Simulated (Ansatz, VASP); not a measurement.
# Two plane-wave programs on Ag

```xyz
2
Lattice="-1.6343 1.6343 1.6343 1.6343 -1.6343 1.6343 3.2685 3.2685 0.0000" Properties=species:S:1:pos:R:3 pbc="T T T"
Ag   -0.2475    0.2475    0.0000
Ag    1.8818    1.3868    1.6343
```

Change from the starting cell: mode 1 (-25.1 1/cm) frozen in, largest displacement +0.350 Å.

Alike in both runs: task single point; functional r2SCAN; k mesh 22 × 22 × 14; occupations gaussian, width 0.15 eV; no spin polarisation.

```csv
,VASP,Ansatz
version,VASP 6.6.1,Ansatz 0.2.0
potentials or method,"VASP PAW PBE potentials, release 64 (Ag), cutoff 520 eV","scalar-relativistic, plane waves, PAW"
valence electrons in the cell,22,38
```

```tsv
	VASP	Ansatz	Ansatz less VASP
gap on the k mesh at the Fermi level (eV)	none	none	-
pressure (GPa)	0.9	0.8	-0.16
traceless stress, the component that is largest in VASP (GPa)	-3.19	-3.14	+0.050
rms of the force components (eV/Å)	0.135	0.132	-0.0028
```

VASP's potentials were made for PBE, not for r2SCAN. Atom by atom the forces differ by 0.003 eV/Å (rms over components). A gap of «none» marks a metal or a gap that the smearing closes. VASP's potentials hold 22 valence electrons a cell and Ansatz's 38, so a difference there can come from the potentials and not from the codes.
